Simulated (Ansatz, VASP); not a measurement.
# Two plane-wave programs on ZnS

```
Zn S
1.0
     0.00000    2.70200    2.70200
     2.70200    0.00000    2.70200
     2.70200    2.70200    0.00000
Zn S
1 1
Cartesian
  1.3510 1.3510 1.3510
  0.0000 0.0000 0.0000
```

Alike in both runs: task relaxation of cell and atoms; functional LDA; k mesh 10 × 10 × 10; occupations gaussian, width 0.02 eV; no spin polarisation.

|  | VASP | Ansatz |
| --- | --- | --- |
| version | VASP 6.6.1 | Ansatz 0.2.0 |
| potentials or method | VASP PAW LDA potentials, release 64 (Zn, S), cutoff 600 eV | scalar-relativistic, plane waves, PAW |
| valence electrons in the cell | 18 | 18 |

Ansatz gave:

| Property | Result |
| --- | --- |
| gap on the k mesh at the Fermi level, each at its own relaxed structure (eV) | 2.13 |
| relaxed volume (Å³/atom) | 18.58 |
| relaxed cell length with the largest relative difference (Å) | 3.745 |

Task: Estimate VASP's values.

Result: gap on the k mesh at the Fermi level, each at its own relaxed structure (eV): 2.15; relaxed volume (Å³/atom): 18.63; relaxed cell length with the largest relative difference (Å): 3.749.

LDA's correlation is that of Perdew and Zunger in VASP and of Perdew and Wang (1992) in Ansatz.
